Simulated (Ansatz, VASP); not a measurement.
As: VASP beside Ansatz

Contents of INCAR:

```
PREC = Accurate
ENCUT = 600
EDIFF = 1E-7
ISMEAR = -1
SIGMA = 0.05
LREAL = F
LASPH = T
NELM = 60
ALGO = Normal
ISIF = 3
LWAVE = F
LCHARG = F
GGA = PE
IBRION = 2
NSW = 45
EDIFFG = -0.005
```

Contents of KPOINTS:

```
regular mesh
0
Gamma
  15 15 15
```

Contents of POSCAR:

```
As
1.0
    2.7290832523      0.0000000000      0.0000000000
    0.0000000000      2.7290832523      0.0000000000
    0.0000000000      0.0000000000      2.7290832523
As
1
Direct
    0.0000000000      0.0000000000      0.0000000000
```

Input for Ansatz:

```yaml
crystal:
  lattice:
    - [2.7290832523, 0.0, 0.0]
    - [0.0, 2.7290832523, 0.0]
    - [0.0, 0.0, 2.7290832523]
  atoms:
    - { symbol: As, position: [0.0, 0.0, 0.0] }
kpoints:
  mp_grid: { grid: [15, 15, 15] }
scf:
  occupations: { method: fermi_dirac, width: 0.05 }
hamiltonian:
  xc: pbe
  pseudopotentials:
    kind: all_electron
    lapw: { basis_error: 0.0005 }
    relativity: none
output:
  forces: true
  stress: true
  eigenvalues: true
  populations: true
relax:
  f_tol: 0.005
  max_steps: 25
  cell: {}
```

Alike in both runs: task relaxation of cell and atoms; functional PBE; k mesh 15 × 15 × 15; occupations fermi-dirac, width 0.05 eV; no spin polarisation.

|  | VASP | Ansatz |
| --- | --- | --- |
| version | VASP 6.6.1 | Ansatz 0.2.0 |
| potentials or method | VASP PAW PBE potentials, release 64 (As), cutoff 600 eV | all-electron LAPW, non-relativistic |

Ansatz gave:

```
relaxed volume (Å³/atom)                                     : 20.27
relaxed cell length with the largest relative difference (Å) : 2.726
```

**Question.** What did VASP give for the same quantities?

**Answer.** Relaxed volume (Å³/atom): 20.36; relaxed cell length with the largest relative difference (Å): 2.731.

Ansatz ran all-electron here, and VASP with PAW potentials.
